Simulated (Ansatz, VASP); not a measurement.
Given: the input of a run of Ansatz 0.2.0 on WAu.

The input input.yaml:

```yaml
crystal:
  lattice:
    - [0.0, 2.8018748892, 2.8018748892]
    - [2.8018748892, 0.0, 2.8018748892]
    - [2.8018748892, 2.8018748892, 0.0]
  atoms:
    - { symbol: W, position: [0.0, 0.0, 0.0] }
    - { symbol: Au, position: [0.75, 0.75, 0.75] }
kpoints:
  mp_grid: { grid: [8, 8, 8] }
scf:
  occupations: { method: fermi_dirac, width: 0.05 }
hamiltonian:
  xc: pbe
  pseudopotentials: { kind: all_electron, lapw: { basis_error: 0.0005 } }
output:
  forces: true
  stress: true
  eigenvalues: true
```

Potentials or basis: all-electron LAPW, scalar-relativistic.

The run is started by

```sh
$ ansatz run input.yaml --threads 1 --pin off --max-ram 3072MiB --backend cpu --events-out ev --progress --plain --runs-dir out
```

Q: Set up the same calculation for VASP 6.6.1. Potentials there: VASP PAW PBE potentials, release 64 (W_sv, Au).

A: As run (the cutoff follows the program's own potentials):

File INCAR:

```
PREC = Accurate
ENCUT = 520
EDIFF = 1E-6
ISMEAR = -1
SIGMA = 0.05
LREAL = False
LASPH = True
NELM = 60
ALGO = Normal
ISIF = 2
LWAVE = False
LCHARG = False
GGA = PE
NBANDS = 20
```

Contents of KPOINTS:

```
regular mesh
0
Gamma
  8 8 8
```

Contents of POSCAR:

```
WAu
1.0
    0.0000000000      2.8018748892      2.8018748892
    2.8018748892      0.0000000000      2.8018748892
    2.8018748892      2.8018748892      0.0000000000
W Au
1 1
Direct
    0.0000000000      0.0000000000      0.0000000000
    0.7500000000      0.7500000000      0.7500000000
```

Potentials or basis: VASP PAW PBE potentials, release 64 (W_sv, Au).

The run is started by

```console
$ cat potpaw_PBE.64/W_sv/POTCAR potpaw_PBE.64/Au/POTCAR > POTCAR
$ mpirun -np 1 vasp_std > vasp.out
```

Both were run:

|  | VASP | Ansatz | Ansatz less VASP |
| --- | --- | --- | --- |
| gap on the k mesh at the Fermi level (eV) | none | none | - |
| pressure (GPa) | 19.0 | 18.8 | -0.14 |

A gap of «none» marks a metal or a gap that the smearing closes. Ansatz ran all-electron here, and VASP with PAW potentials.

Spin-orbit coupling is off throughout.
